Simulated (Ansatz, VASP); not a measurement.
## Ru: VASP beside Ansatz

```
Ru
1.0
     2.87144    0.00000    0.00000
    -1.43572    2.48674    0.00000
     0.00000    0.00000    3.85556
Ru
2
Direct
  0.33333 0.66667 0.25000
  0.66667 0.33333 0.75000
```

Alike in both runs: task single point; functional PBE; k mesh 30 × 30 × 16; occupations gaussian, width 0.15 eV; no spin polarisation.

|  | VASP | Ansatz |
| --- | --- | --- |
| version | VASP 6.6.1 | Ansatz 0.2.0 |
| potentials or method | VASP PAW PBE potentials, release 64 (Ru_pv), cutoff 520 eV | scalar-relativistic, plane waves, PAW |
| valence electrons in the cell | 28 | 32 |

Ansatz gave:

```
gap on the k mesh at the Fermi level (eV)                     : none
pressure (GPa)                                                : 10.5
traceless stress, the component that is largest in VASP (GPa) : 37.69
```

Q: Estimate VASP's values.

A: gap on the k mesh at the Fermi level (eV): none; pressure (GPa): 10.5; traceless stress, the component that is largest in VASP (GPa): 37.72.

A gap of «none» marks a metal or a gap that the smearing closes. The functional is the same, so the differences come from potentials, cutoffs and numerics. VASP's potentials hold 28 valence electrons a cell and Ansatz's 32, so a difference there can come from the potentials and not from the codes.
